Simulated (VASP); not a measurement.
ZrS:

```
CELL_PARAMETERS angstrom
0.00000 2.65925 2.65925
2.65925 0.00000 2.65925
2.65925 2.65925 0.00000
ATOMIC_POSITIONS crystal
Zr 0.00000 0.00000 0.00000
S 0.50000 0.50000 0.50000
```

| Quantity | Value |
| --- | --- |
| Program | VASP 6.6.1 |
| Task | relaxation of cell and atoms |
| Functional | r2SCAN |
| Potentials or basis | VASP PAW PBE potentials, release 64 (Zr_sv, S) |
| Cutoff | 600 eV |
| k mesh | 11 × 11 × 11 |
| Occupations | fermi-dirac, width 0.1 eV |
| Spin | no spin polarisation |

At the start: pressure -6.5 GPa; volume 18.81 Å³/atom.

Question: How do energy, volume and symmetry change on relaxing?

Answer: Over 3 steps the energy falls by 20.2 meV/atom and the volume is 17.86 Å³/atom (-5.0 %); space group Fm-3m (No. 225, to 0.1 Å) before and after.

The path:
```tsv
step	energy change (eV)	largest force (eV/Å)	pressure (GPa)	volume (Å³)
1	0.0000	0.0000	-6.46	37.61
2	0.0176	0.0000	9.50	33.63
3	-0.0404	0.0000	-0.08	35.72
```

Final structure:
```
Zr S
1.0
     0.00000    2.61399    2.61399
     2.61399    0.00000    2.61399
     2.61399    2.61399    0.00000
Zr S
1 1
Direct
  0.00000 0.00000 0.00000
  0.50000 0.50000 0.50000
```

Caveat: the highest band is partly filled, so the run has too few bands; the PAW data sets were made with another functional, which shifts forces and pressure a little.
